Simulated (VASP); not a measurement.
# Be2ZnO3 (P6/mmm) in VASP: notebook

The runs below take Be2ZnO3 through single point, relaxation of cell and atoms, with PBE.

Everything below comes from runs of VASP 6.6.1. Logs are shortened: lines on timing, memory, paths and dates and some standing lists are left out, and cuts for length are marked.

## 1. The cell of the first run

The structure is hexagonal, space group P6/mmm (No. 191). Conventional cell: a = 4.745 Å, b = 4.745 Å, c = 2.635 Å, α = 90.00°, β = 90.00°, γ = 120.00°. Be (site symmetry -6m2) has 6 O at 1.90 Å within 2.5 Å. Within 3.5 Å of Zn (site symmetry 6/mmm) lie 2 Zn at 2.64 Å and 12 O at 2.71 Å and 6 Be at 2.74 Å. O (site symmetry mmm) has 4 Be at 1.90 Å and 4 O at 2.37 Å within 2.5 Å.

The cell was built from a structure type or drawn by symmetry, and may not be a known phase.

## 2. Single point, PBE, collinear spin, ferromagnetic start

The input, INCAR:

```
SYSTEM = Be2ZnO3
ALGO = Normal
EDIFF = 1E-6
ENCUT = 520
GGA = PE
ISIF = 2
ISMEAR = 0
ISPIN = 2
LASPH = .TRUE.
LCHARG = .FALSE.
LORBIT = 11
LREAL = .FALSE.
LWAVE = .FALSE.
MAGMOM = 0 0 0 1 1 1
NBANDS = 30
NELM = 150
PREC = Accurate
SIGMA = 0.1
```

The input, KPOINTS:

```
k-points
0
G
  6 6 6
  0 0 0
```

The input, POSCAR:

```
Be2ZnO3
1.0
    4.7445082200      0.0000000000      0.0000000000
   -2.3722541100      4.1088646500      0.0000000000
    0.0000000000      0.0000000000      2.6352648600
Be Zn O
2 1 3
Direct
    0.3333333300      0.6666666700      0.0000000000
    0.6666666700      0.3333333300      0.0000000000
    0.0000000000      0.0000000000      0.0000000000
    0.5000000000      0.0000000000      0.5000000000
    0.5000000000      0.5000000000      0.5000000000
    0.0000000000      0.5000000000      0.5000000000
```

Potentials or basis: VASP PAW PBE potentials, release 64 (Be, Zn, O).

Run with:

```
$ cat potpaw_PBE.64/Be/POTCAR potpaw_PBE.64/Zn/POTCAR potpaw_PBE.64/O/POTCAR > POTCAR
$ mpirun -np 1 vasp_std > vasp.out
```

OUTCAR:

```text
SYSTEM = Be2ZnO3
   EDIFF = 1E-6
   ENCUT = 520
   GGA = PE
   ISIF = 2
   ISMEAR = 0
   ISPIN = 2
   LASPH = .TRUE.
   LORBIT = 11
   LREAL = .FALSE.
   NELM = 150
   PREC = Accurate

 ion  position               nearest neighbor table
   1  0.333  0.667  0.000-   6 1.90   6 1.90   4 1.90   4 1.90   5 1.90   5 1.90
   2  0.667  0.333  0.000-   6 1.90   6 1.90   4 1.90   4 1.90   5 1.90   5 1.90
   3  0.000  0.000  0.000-
   4  0.500  0.000  0.500-   1 1.90   2 1.90   1 1.90   2 1.90
   5  0.500  0.500  0.500-   1 1.90   2 1.90   1 1.90   2 1.90
   6  0.000  0.500  0.500-   1 1.90   2 1.90   1 1.90   2 1.90

  LATTYP: Found a hexagonal cell.
 ALAT       =     4.7445082200
 C/A-ratio  =     0.5554347759

  Lattice vectors:

 A1 = (   4.7445082200,   0.0000000000,   0.0000000000)
 A2 = (  -2.3722541100,   4.1088646500,   0.0000000000)
 A3 = (   0.0000000000,   0.0000000000,   2.6352648600)

Analysis of symmetry for initial positions (statically):
=====================================================================
 Subroutine PRICEL returns:
 Original cell was already a primitive cell.

 Routine SETGRP: Setting up the symmetry group for a
 hexagonal supercell.

 Subroutine GETGRP returns: Found 24 space group operations
 (whereof 24 operations were pure point group operations)
 out of a pool of 24 trial point group operations.

The static configuration has the point symmetry D_6h.

Analysis of symmetry for dynamics (positions and initial velocities):
=====================================================================
 Subroutine PRICEL returns:
 Original cell was already a primitive cell.

 Routine SETGRP: Setting up the symmetry group for a
 hexagonal supercell.

 Subroutine GETGRP returns: Found 24 space group operations
 (whereof 24 operations were pure point group operations)
 out of a pool of 24 trial point group operations.

The dynamic configuration has the point symmetry D_6h.

Analysis of structural, dynamic, and magnetic symmetry:
=====================================================================
 Subroutine PRICEL returns:
 Original cell was already a primitive cell.

 Routine SETGRP: Setting up the symmetry group for a
 hexagonal supercell.

 Subroutine GETGRP returns: Found 24 space group operations
 (whereof 24 operations were pure point group operations)
 out of a pool of 24 trial point group operations.

The overall configuration has the point symmetry D_6h.

 Subroutine INISYM returns: Found 24 space group operations
 (whereof 24 operations are pure point group operations),
 and found     1 'primitive' translations

----------------------------------------------------------------------------------------

                                     Primitive cell

  volume of cell :      51.3733

  direct lattice vectors                    reciprocal lattice vectors
     4.744508220  0.000000000  0.000000000     0.210770001  0.121688116  0.000000000
    -2.372254110  4.108864650  0.000000000     0.000000000  0.243376233  0.000000000
     0.000000000  0.000000000  2.635264860     0.000000000  0.000000000  0.379468499

  length of vectors
     4.744508220  4.744508223  2.635264860     0.243376233  0.243376233  0.379468499

  position of ions in fractional coordinates (direct lattice)
     0.333333330  0.666666670  0.000000000
     0.666666670  0.333333330  0.000000000
     0.000000000  0.000000000  0.000000000
     0.500000000  0.000000000  0.500000000
     0.500000000  0.500000000  0.500000000
     0.000000000  0.500000000  0.500000000

  ion indices of the primitive-cell ions
   primitive index   ion index
                 1           1
                 2           2
                 3           3
                 4           4
                 5           5
                 6           6

----------------------------------------------------------------------------------------

 KPOINTS: k-points

Automatic generation of k-mesh.
[... 28 lines left out ...]
  0.333333  0.166667  0.000000     12.000000
[... 16 lines left out ...]
  0.166667  0.000000  0.500000      6.000000
  0.333333 -0.000000  0.500000      6.000000
 [... further k-points ...]
   k-points           NKPTS =     28   k-points in BZ     NKDIM =     28   number of bands    NBANDS=     30
   number of dos      NEDOS =    301   number of ions     NIONS =      6
   total plane-waves  NPLWV =  25920
   dimension x,y,z NGX =    36 NGY =   36 NGZ =   20
   dimension x,y,z NGXF=    72 NGYF=   72 NGZF=   40
   ions per type =               2   1   3
   NGX,Y,Z   is equivalent  to a cutoff of  12.61, 12.61, 12.62 a.u.
   NGXF,Y,Z  is equivalent  to a cutoff of  25.23, 25.23, 25.23 a.u.
 SYSTEM =  Be2ZnO3
   PREC   = accura    normal or accurate (medium, high low for compatibility)
   ISTART =      0    job   : 0-new  1-cont  2-samecut
   ICHARG =      2    charge: 1-file 2-atom 10-const
   ISPIN  =      2    spin polarized calculation?
   LNONCOLLINEAR =      F non collinear calculations
   LSORBIT =      F    spin-orbit coupling
   LASPH  =      T    aspherical Exc in radial PAW
   ENCUT  =  520.0 eV  38.22 Ry    6.18 a.u.   8.82  8.82  4.90*2*pi/ulx,y,z
   NELM   =    150;   NELMIN=  2; NELMDL= -5     # of ELM steps
   EDIFF  = 0.1E-05   stopping-criterion for ELM
   LREAL  =      F    real-space projection
   EDIFFG = 0.1E-04   stopping-criterion for IOM
   NSW    =      0    number of steps for IOM
   IBRION =     -1    ionic relax: 0-MD 1-quasi-New 2-CG
   NFREE  =      0    steps in history (QN), initial steepest desc. (CG)
   ISIF   =      2    stress and relaxation
   ISYM   =      2    0-nonsym 1-usesym 2-fastsym
   POTIM  = 0.5000    time-step for ionic-motion
   TEBEG  =    0.0;   TEEND  =   0.0 temperature during run
   PSTRESS=    0.0 pullay stress
   NELECT =      34.0000    total number of electrons
   NUPDOWN=      -1.0000    fix difference up-down
   EMIN   =  10.00;   EMAX   =-10.00  energy-range for DOS
   EFERMI =   0.00;   METHOD = LEGACY
   ISMEAR =     0;   SIGMA  =   0.10  broadening in eV -4-tet -1-fermi 0-gaus
   EFERMI_NEDOS =   21; number of points for ismear=-14 and -15
   IALGO  =     38    algorithm
   IMIX   =      4    mixing-type and parameters
     AMIX     =   0.40;   BMIX     =  1.00
     AMIX_MAG =   1.60;   BMIX_MAG =  1.00
  volume/ion in A,a.u.               =       8.56        57.78
  Fermi-wavevector in a.u.,A,eV,Ry     =   1.426665  2.696006 27.692935  2.035373
  Thomas-Fermi vector in A             =   2.546918
   LORBIT       =     11    0 simple, 1 ext, 2 COOP (PROOUT), +10 PAW based schemes
   GGA     = PE    functional components
   LHFCALC =     F    Hartree Fock is set to
   AEXX    =    0.0000 exact exchange contribution
   IVDW    =     0    specifies the selected vdW correction
   LEPSILON=     F    determine dielectric tensor
   LRPA    =     F    only Hartree local field effects (RPA)
 spin polarized calculation
 Gauss-broadening in eV      SIGMA  =   0.10
  energy-cutoff  :      520.00
  volume of cell :       51.37
 maximum number of plane-waves:      1438
 NGX is ok and might be reduce to    36
   NGX = 17   NGY = 17   NGZ =  9

 number of electron      33.9999975 magnetization      -0.0007445

 number of electron      33.9999975 magnetization       0.0006294

 Free energy of the ion-electron system (eV)
  ---------------------------------------------------
  ext. energy  EPLUGINS =         0.00000000
  ---------------------------------------------------
  free energy    TOTEN  =       -29.62829960 eV

  energy without entropy =      -29.61521282  energy(sigma->0) =      -29.62175621

 E-fermi :   4.4640     XC(G=0): -11.5076

 val. band max:        4.4639452972   @ k =   0.0000   0.0000   0.5000
 cond. band min:       4.4729778467   @ k =   0.1667   0.0000   0.3333
 fundamental gap:      0.0090325495
 Fermi energy:         4.4640142116

 spin component 1

 k-point     1 :       0.0000    0.0000    0.0000
  band No.  band energies     occupation
      1     -15.2923      1.00000
      2     -12.9107      1.00000
      3     -12.9107      1.00000
      4      -3.4476      1.00000
      5      -3.0907      1.00000
      6      -2.7700      1.00000
[... 757 lines left out ...]
     28      19.7852      0.00000
     29      19.8242      0.00000

 [... further k-points ...]

 spin component 2

 k-point     1 :       0.0000    0.0000    0.0000
  band No.  band energies     occupation
      1     -15.2920      1.00000
      2     -12.9104      1.00000
      3     -12.9104      1.00000
      4      -3.4476      1.00000
      5      -3.0904      1.00000
      6      -2.7700      1.00000
[... 757 lines left out ...]
     28      19.7853      0.00000
     29      19.8242      0.00000

 [... further k-points ...]

 [bands above 29 left out]

------------------------ aborting loop because EDIFF is reached ----------------------------------------

  FORCE on cell =-STRESS in cart. coord.  units (eV):
  Direction    XX          YY          ZZ          XY          YZ          ZX
  --------------------------------------------------------------------------------------
  -------------------------------------------------------------------------------------
  Total        3.7476254      3.7476254    -14.3937538     -0.0000000     -0.0000000      0.0000000
  in kB      116.8771060    116.8771062   -448.8976606     -0.0000000     -0.0000000      0.0000000
  external PRESSURE =     -71.7144828 kB  Pullay stress =       0.0000000 kB

 VOLUME and BASIS-vectors are now :
 -----------------------------------------------------------------------------
  energy-cutoff  :      520.00
  volume of cell :       51.37
      direct lattice vectors                 reciprocal lattice vectors
     4.744508220  0.000000000  0.000000000     0.210770001  0.121688116  0.000000000
    -2.372254110  4.108864650  0.000000000     0.000000000  0.243376233  0.000000000
     0.000000000  0.000000000  2.635264860     0.000000000  0.000000000  0.379468499

 POSITION                                       TOTAL-FORCE (eV/Angst)
 -----------------------------------------------------------------------------------
     -0.00000      2.73924      0.00000         0.000000     -0.000000      0.000000
      2.37225      1.36962      0.00000        -0.000000      0.000000     -0.000000
      0.00000      0.00000      0.00000        -0.000000      0.000000     -0.000000
      2.37225      0.00000      1.31763        -0.000000      0.000000     -0.000000
      1.18613      2.05443      1.31763        -0.000000      0.000000     -0.000000
     -1.18613      2.05443      1.31763        -0.000000      0.000000     -0.000000
 -----------------------------------------------------------------------------------
    total drift:                                0.000000      0.000000      0.000000

  FREE ENERGIE OF THE ION-ELECTRON SYSTEM (eV)
  ---------------------------------------------------
  free  energy   TOTEN  =       -29.6282996022 eV

  energy  without entropy=      -29.6152128173  energy(sigma->0) =      -29.62175621

 total charge

# of ion       s       p       d       tot
------------------------------------------
    1        0.296   0.515   0.000   0.811
    2        0.296   0.515   0.000   0.811
    3        0.478   0.226   9.792  10.496
    4        1.583   3.413   0.000   4.996
    5        1.583   3.413   0.000   4.996
    6        1.583   3.413   0.000   4.996
--------------------------------------------------
tot          5.819  11.495   9.792  27.106

 magnetization (x)

# of ion       s       p       d       tot
------------------------------------------
    1       -0.000  -0.000   0.000  -0.000
    2       -0.000  -0.000   0.000  -0.000
    3        0.000  -0.000  -0.000  -0.000
    4        0.000   0.000   0.000   0.000
    5        0.000   0.000   0.000   0.000
    6        0.000   0.000   0.000   0.000
--------------------------------------------------
tot          0.000   0.001  -0.000   0.001
```

It took 2.4 min on 1 thread of Intel Xeon 8259CL, shared host; peak memory 0.23 GiB.

What came out:

- Free energy: -29.6283 eV
- Pressure: -7.2 GPa
- Band gap on the k mesh: zero (filled and empty bands overlap)
- Net moment: 0.00 μB per cell
- Valence electrons inside the program's atomic spheres: Be 0.81; Zn 10.50; O 5.00

Caveat: the k points lie up to 0.40 Å⁻¹ apart, too coarse for converged energies and pressures of a metal; semilocal functionals underestimate gaps, so a narrow gap can read as zero.

(Continued in part 2 of 2.)
